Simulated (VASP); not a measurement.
# Bi (Pm-3m) in VASP: a series of runs

Bi is run at these levels: r2SCAN; tasks: relaxation of cell and atoms, single point.

Program: VASP 6.6.1. These are calculated values, not measurements. Logs are shortened: lines on timing, memory, paths and dates and some standing lists are left out, and cuts for length are marked.

### 1 The cell of the first run

It takes space group Pm-3m (No. 221, cubic). The conventional cell has a = 3.252 Å, b = 3.252 Å, c = 3.252 Å, α = 90.00°, β = 90.00°, γ = 90.00°. Within 4.3 Å of Bi (site symmetry m-3m) lie 6 Bi at 3.25 Å.

This isn't the form of Bi at room conditions, which is rhombohedral.

### 2 Relaxation of cell and atoms, r2SCAN

Input file POSCAR:

```
Bi
1.0
    3.2521762864      0.0000000000      0.0000000000
    0.0000000000      3.2521762864      0.0000000000
    0.0000000000      0.0000000000      3.2521762864
Bi
1
Direct
    0.0000000000      0.0000000000      0.0000000000
```

Input file INCAR.step1:

```
PREC = Accurate
ENCUT = 600
ISMEAR = -1
SIGMA = 0.1
LREAL = F
LASPH = T
NELM = 100
GGA = PE
ALGO = Normal
EDIFF = 1E-4
LWAVE = T
LCHARG = F
```

Input file INCAR.step2:

```
PREC = Accurate
ENCUT = 600
EDIFF = 1E-6
ISMEAR = -1
SIGMA = 0.1
LREAL = F
LASPH = T
NELM = 100
ALGO = Normal
ISIF = 3
LWAVE = F
LCHARG = F
METAGGA = R2SCAN
LMIXTAU = T
IBRION = 2
NSW = 80
EDIFFG = -0.01
ISTART = 1
```

Input file KPOINTS:

```
regular mesh
0
Gamma
  10 10 10
```

Potentials or basis: VASP PAW PBE potentials, release 64 (Bi_d).

Started as:

```bash
> cat potpaw_PBE.64/Bi_d/POTCAR > POTCAR
> cp INCAR.step1 INCAR
> mpirun -np 1 vasp_std > vasp.out
> cp INCAR.step2 INCAR
> mpirun -np 1 vasp_std > vasp.out
```

OUTCAR:

```text
PREC = Accurate
   ENCUT = 600
   EDIFF = 1E-6
   ISMEAR = -1
   LREAL = F
   LASPH = T
   NELM = 100
   ISIF = 3
   METAGGA = R2SCAN
   IBRION = 2
   NSW = 80
   EDIFFG = -0.01
   ISTART = 1

 ion  position               nearest neighbor table
   1  0.000  0.000  0.000-

  LATTYP: Found a simple cubic cell.
 ALAT       =     3.2521762864

  Lattice vectors:

 A1 = (   3.2521762864,   0.0000000000,   0.0000000000)
 A2 = (   0.0000000000,   3.2521762864,   0.0000000000)
 A3 = (   0.0000000000,   0.0000000000,   3.2521762864)

Analysis of symmetry for initial positions (statically):
=====================================================================
 Subroutine PRICEL returns:
 Original cell was already a primitive cell.

 Routine SETGRP: Setting up the symmetry group for a
 simple cubic supercell.

 Subroutine GETGRP returns: Found 48 space group operations
 (whereof 48 operations were pure point group operations)
 out of a pool of 48 trial point group operations.

The static configuration has the point symmetry O_h .

Analysis of symmetry for dynamics (positions and initial velocities):
=====================================================================
 Subroutine PRICEL returns:
 Original cell was already a primitive cell.

 Routine SETGRP: Setting up the symmetry group for a
 simple cubic supercell.

 Subroutine GETGRP returns: Found 48 space group operations
 (whereof 48 operations were pure point group operations)
 out of a pool of 48 trial point group operations.

The dynamic configuration has the point symmetry O_h .

 Subroutine INISYM returns: Found 48 space group operations
 (whereof 48 operations are pure point group operations),
 and found     1 'primitive' translations

----------------------------------------------------------------------------------------

                                     Primitive cell

  volume of cell :      34.3971

  direct lattice vectors                    reciprocal lattice vectors
     3.252176286  0.000000000  0.000000000     0.307486407  0.000000000  0.000000000
     0.000000000  3.252176286  0.000000000     0.000000000  0.307486407  0.000000000
     0.000000000  0.000000000  3.252176286     0.000000000  0.000000000  0.307486407

  length of vectors
     3.252176286  3.252176286  3.252176286     0.307486407  0.307486407  0.307486407

  position of ions in fractional coordinates (direct lattice)
     0.000000000  0.000000000  0.000000000

  ion indices of the primitive-cell ions
   primitive index   ion index
                 1           1

----------------------------------------------------------------------------------------

 KPOINTS: regular mesh

Automatic generation of k-mesh.
 Grid dimensions read from file:
 generate k-points for:   10   10   10

 Generating k-lattice:

  Cartesian coordinates                     Fractional coordinates (reciprocal lattice)
     0.030748641  0.000000000  0.000000000     0.100000000  0.000000000  0.000000000
     0.000000000  0.030748641  0.000000000     0.000000000  0.100000000  0.000000000
     0.000000000  0.000000000  0.030748641     0.000000000  0.000000000  0.100000000

  Length of vectors
     0.030748641  0.030748641  0.030748641

  Shift w.r.t. Gamma in fractional coordinates (k-lattice)
     0.000000000  0.000000000  0.000000000

 Subroutine IBZKPT returns following result:
 ===========================================

 Found     56 irreducible k-points:

 Following reciprocal coordinates:
            Coordinates               Weight
  0.000000  0.000000  0.000000      1.000000
  0.100000  0.000000  0.000000      6.000000
  0.200000  0.000000  0.000000      6.000000
  0.300000  0.000000  0.000000      6.000000
  0.400000  0.000000  0.000000      6.000000
  0.500000  0.000000  0.000000      3.000000
[... 16 lines left out ...]
  0.200000  0.100000  0.100000     24.000000
  0.300000  0.100000  0.100000     24.000000
 [... further k-points ...]
   k-points           NKPTS =     56   k-points in BZ     NKDIM =     56   number of bands    NBANDS=     11
   number of dos      NEDOS =    301   number of ions     NIONS =      1
   total plane-waves  NPLWV =  21952
   dimension x,y,z NGX =    28 NGY =   28 NGZ =   28
   dimension x,y,z NGXF=    56 NGYF=   56 NGZF=   56
   ions per type =               1
   NGX,Y,Z   is equivalent  to a cutoff of  14.31, 14.31, 14.31 a.u.
   NGXF,Y,Z  is equivalent  to a cutoff of  28.63, 28.63, 28.63 a.u.
 SYSTEM =  unknown system
   PREC   = accura    normal or accurate (medium, high low for compatibility)
   ISTART =      1    job   : 0-new  1-cont  2-samecut
   ICHARG =      0    charge: 1-file 2-atom 10-const
   ISPIN  =      1    spin polarized calculation?
   LNONCOLLINEAR =      F non collinear calculations
   LSORBIT =      F    spin-orbit coupling
   LASPH  =      T    aspherical Exc in radial PAW
   ENCUT  =  600.0 eV  44.10 Ry    6.64 a.u.   6.50  6.50  6.50*2*pi/ulx,y,z
   NELM   =    100;   NELMIN=  2; NELMDL=  0     # of ELM steps
   EDIFF  = 0.1E-05   stopping-criterion for ELM
   LREAL  =      F    real-space projection
   EDIFFG = -.1E-01   stopping-criterion for IOM
   NSW    =     80    number of steps for IOM
   IBRION =      2    ionic relax: 0-MD 1-quasi-New 2-CG
   NFREE  =      1    steps in history (QN), initial steepest desc. (CG)
   ISIF   =      3    stress and relaxation
   ISYM   =      2    0-nonsym 1-usesym 2-fastsym
   POTIM  = 0.5000    time-step for ionic-motion
   TEBEG  =    0.0;   TEEND  =   0.0 temperature during run
   PSTRESS=    0.0 pullay stress
   NELECT =      15.0000    total number of electrons
   NUPDOWN=      -1.0000    fix difference up-down
   EMIN   =  10.00;   EMAX   =-10.00  energy-range for DOS
   EFERMI =   0.00;   METHOD = LEGACY
   ISMEAR =    -1;   SIGMA  =   0.10  broadening in eV -4-tet -1-fermi 0-gaus
   EFERMI_NEDOS =   21; number of points for ismear=-14 and -15
   IALGO  =     38    algorithm
   IMIX   =      4    mixing-type and parameters
     AMIX     =   0.40;   BMIX     =  1.00
     AMIX_MAG =   1.60;   BMIX_MAG =  1.00
  volume/ion in A,a.u.               =      34.40       232.12
  Fermi-wavevector in a.u.,A,eV,Ry     =   1.241456  2.346011 20.969460  1.541212
  Thomas-Fermi vector in A             =   2.375853
   LORBIT       =      0    0 simple, 1 ext, 2 COOP (PROOUT), +10 PAW based schemes
   METAGGA = R2SCAN    functional components
   LHFCALC =     F    Hartree Fock is set to
   AEXX    =    0.0000 exact exchange contribution
   IVDW    =     0    specifies the selected vdW correction
   LEPSILON=     F    determine dielectric tensor
   LRPA    =     F    only Hartree local field effects (RPA)
 conjugate gradient relaxation of ions
 non-spin polarized calculation
  energy-cutoff  :      600.00
  volume of cell :       34.40
 maximum number of plane-waves:      1189
 NGX is ok and might be reduce to    28
   NGX = 13   NGY = 13   NGZ = 13

 number of electron      14.9999995 magnetization

 Free energy of the ion-electron system (eV)
  ---------------------------------------------------
  ext. energy  EPLUGINS =         0.00000000
  ---------------------------------------------------
  free energy    TOTEN  =       -58.44191710 eV

  energy without entropy =      -58.42321621  energy(sigma->0) =      -58.43256666

 E-fermi :   6.4373     XC(G=0): -10.3804

 val. band max:        6.4246065115   @ k =   0.2000   0.2000   0.1000
 cond. band min:       6.4616877977   @ k =   0.4000   0.3000   0.3000
 fundamental gap:      0.0370812862
 Fermi energy:         6.4373105220

 k-point     1 :       0.0000    0.0000    0.0000
  band No.  band energies     occupation
      1     -17.1906      2.00000
      2     -17.1906      2.00000
      3     -16.8347      2.00000
      4     -16.8347      2.00000
      5     -16.8347      2.00000
      6      -7.2219      2.00000
      7       9.7793      0.00000
      8       9.7793      0.00000
      9       9.7793      0.00000
     10      13.5139      0.00000
     11      14.7214      0.00000

 k-point     2 :       0.1000    0.0000    0.0000
  band No.  band energies     occupation
      1     -17.1892      2.00000
      2     -17.1624      2.00000
      3     -16.8435      2.00000
      4     -16.8435      2.00000
      5     -16.8339      2.00000
      6      -7.0908      2.00000
      7       8.2301      0.00000
      8       9.9251      0.00000
      9       9.9251      0.00000
     10      13.9495      0.00000
     11      14.8260      0.00000

 k-point     3 :       0.2000    0.0000    0.0000
  band No.  band energies     occupation
      1     -17.1854      2.00000
      2     -17.0888      2.00000
      3     -16.8665      2.00000
      4     -16.8665      2.00000
      5     -16.8321      2.00000
      6      -6.7090      2.00000
      7       5.7929      1.99682
      8      10.3365      0.00000
      9      10.3365      0.00000
     10      14.3757      0.00000
     11      15.1419      0.00000

 k-point     4 :       0.3000    0.0000    0.0000
  band No.  band energies     occupation
      1     -17.1808      2.00000
      2     -16.9978      2.00000
      3     -16.8948      2.00000
      4     -16.8948      2.00000
      5     -16.8298      2.00000
      6      -6.1291      2.00000
      7       3.5768      2.00000
      8      10.9232      0.00000
      9      10.9232      0.00000
     10      14.9857      0.00000
     11      15.6735      0.00000
[... 239 lines left out ...]
 k-point    22 :       0.1000    0.1000    0.1000
  band No.  band energies     occupation
      1     -17.1460      2.00000
      2     -17.1460      2.00000
      3     -16.8524      2.00000
      4     -16.8515      2.00000
      5     -16.8515      2.00000
      6      -6.8291      2.00000
      7       8.3736      0.00000
      8       8.5912      0.00000
      9       8.5912      0.00000
     10      15.8108      0.00000
     11      16.5629      0.00000

 k-point    23 :       0.2000    0.1000    0.1000
  band No.  band energies     occupation
      1     -17.1424      2.00000
      2     -17.0714      2.00000
      3     -16.8758      2.00000
      4     -16.8750      2.00000
      5     -16.8498      2.00000
      6      -6.4481      2.00000
      7       6.0702      1.95038
      8       8.8615      0.00000
      9       8.9923      0.00000
     10      16.2984      0.00000
     11      16.8365      0.00000

 k-point    24 :       0.3000    0.1000    0.1000
  band No.  band energies     occupation
      1     -17.1380      2.00000
      2     -16.9791      2.00000
      3     -16.9049      2.00000
      4     -16.9039      2.00000
      5     -16.8474      2.00000
      6      -5.8695      2.00000
      7       3.8501      2.00000
      8       9.4711      0.00000
      9       9.5756      0.00000
     10      16.3786      0.00000
     11      17.0456      0.00000

 [... further k-points ...]

------------------------ aborting loop because EDIFF is reached ----------------------------------------

  FORCE on cell =-STRESS in cart. coord.  units (eV):
  Direction    XX          YY          ZZ          XY          YZ          ZX
  --------------------------------------------------------------------------------------
  -------------------------------------------------------------------------------------
  Total        0.0027834      0.0027834      0.0027834      0.0000000      0.0000000      0.0000000
  in kB        0.1296462      0.1296462      0.1296462      0.0000000      0.0000000      0.0000000
  external PRESSURE =       0.1296462 kB  Pullay stress =       0.0000000 kB

 VOLUME and BASIS-vectors are now :
 -----------------------------------------------------------------------------
  energy-cutoff  :      600.00
  volume of cell :       34.40
      direct lattice vectors                 reciprocal lattice vectors
     3.252176286  0.000000000  0.000000000     0.307486407  0.000000000  0.000000000
     0.000000000  3.252176286  0.000000000     0.000000000  0.307486407  0.000000000
     0.000000000  0.000000000  3.252176286     0.000000000  0.000000000  0.307486407

 POSITION                                       TOTAL-FORCE (eV/Angst)
 -----------------------------------------------------------------------------------
      0.00000      0.00000      0.00000         0.000000      0.000000      0.000000
 -----------------------------------------------------------------------------------
    total drift:                               -0.000000     -0.000000     -0.000000

  FREE ENERGIE OF THE ION-ELECTRON SYSTEM (eV)
  ---------------------------------------------------
  free  energy   TOTEN  =       -58.4419170998 eV

  energy  without entropy=      -58.4232162129  energy(sigma->0) =      -58.43256666

 reached required accuracy - stopping structural energy minimisation
```

Wall time 70 s (1 thread of Intel Xeon 6975P-C (Granite Rapids), shared host); peak memory 0.17 GiB.

Results:

```
Free energy             : -58.4419 eV
Pressure after relaxing : 0.0 GPa
Band gap on the k mesh  : zero (an odd number of electrons rules out a gap without spin polarisation)
```

Final structure:
```yaml
crystal:
  lattice:
    - [3.25218, 0.00000, 0.00000]
    - [0.00000, 3.25218, 0.00000]
    - [0.00000, 0.00000, 3.25218]
  atoms:
    - { symbol: Bi, position: [0.00000, 0.00000, 0.00000] }
```

Caveat: the PAW data sets were made with another functional, which shifts forces and pressure a little; spin-orbit coupling is left out, which moves the levels of the heavy elements.

### 3 Single point, r2SCAN, non-collinear spin, zero start, spin-orbit coupling

POSCAR is that of step 2.

Input file INCAR.step1:

```
SYSTEM = Bi
PREC = Accurate
ENCUT = 520
ISMEAR = -1
SIGMA = 0.1
LREAL = .False.
LASPH = .True.
NELM = 150
MAGMOM = 0 0 0
LSORBIT = .True.
GGA_COMPAT = .False.
NBANDS = 26
GGA = PE
ALGO = Normal
EDIFF = 1E-4
LWAVE = .True.
LCHARG = .False.
```

Input file INCAR.step2:

```
SYSTEM = Bi
PREC = Accurate
ENCUT = 520
EDIFF = 1E-6
ISMEAR = -1
SIGMA = 0.1
LREAL = .False.
LASPH = .True.
NELM = 150
ALGO = Normal
ISIF = 2
LWAVE = .False.
LCHARG = .True.
MAGMOM = 0 0 0
LORBIT = 11
LSORBIT = .True.
GGA_COMPAT = .False.
LORBMOM = .True.
METAGGA = R2SCAN
LMIXTAU = .True.
LVHAR = .True.
NBANDS = 26
ISTART = 1
```

Input file KPOINTS:

```
regular mesh
0
Gamma
  10 10 10
  0 0 0
```

Potentials or basis: VASP PAW PBE potentials, release 64 (Bi_d).

Started as:

```bash
> cat potpaw_PBE.64/Bi_d/POTCAR > POTCAR
> cp INCAR.step1 INCAR
> mpirun -np 1 vasp_ncl > vasp.out
> cp INCAR.step2 INCAR
> mpirun -np 1 vasp_ncl > vasp.out
```

Wall time 4.4 min (1 thread of Intel Xeon 6975P-C (Granite Rapids), shared host); peak memory 0.25 GiB.

The run converged. Its results:

| Property | Result |
| --- | --- |
| Free energy | -59.2554 eV |
| Pressure | 0.9 GPa |
| Net moment | 0.00 μB per cell |
| Valence electrons inside the program's atomic spheres | Bi 12.76 |

Moments on the atoms (μB; x, y, z):
```
Bi  0.00 0.00 0.00
```

Caveat: the PAW data sets were made with another functional, which shifts forces and pressure a little.

The gap in the log of VASP goes by the Fermi energy; the results here count the filled bands.